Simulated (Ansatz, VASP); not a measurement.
# CaC2: VASP beside Ansatz

```xyz
3
Lattice="-1.9259 1.9259 3.1388 1.9259 -1.9259 3.1388 1.9259 1.9259 -3.1388" Properties=species:S:1:pos:R:3 pbc="T T T"
Ca    0.0000    0.0000    0.0000
C     0.0000    0.0000    3.7645
C     0.0000    0.0000    2.5131
```

Change from the starting cell: strain +0.025 along x and y, +0.000 along z, atoms carried along.

Alike in both runs: task single point; functional LDA; k mesh 10 × 10 × 10; occupations gaussian, width 0.05 eV; no spin polarisation.

|  | VASP | Ansatz |
| --- | --- | --- |
| version | VASP 6.6.1 | Ansatz 0.2.0 |
| potentials or method | VASP PAW LDA potentials, release 64 (Ca_sv, C), cutoff 600 eV | scalar-relativistic, plane waves, PAW |
| valence electrons in the cell | 18 | 18 |

```tsv
	VASP	Ansatz	Ansatz less VASP
gap on the k mesh at the Fermi level (eV)	1.11	1.12	+0.014
least direct gap on the mesh (eV)	2.21	2.23	+0.013
pressure (GPa)	-2.1	-2.4	-0.32
traceless stress, the component that is largest in VASP (GPa)	2.16	1.84	-0.318
rms of the force components (eV/Å)	0.075	0.037	-0.0381
```

LDA's correlation is that of Perdew and Zunger in VASP and of Perdew and Wang (1992) in Ansatz. Atom by atom the forces differ by 0.038 eV/Å (rms over components).
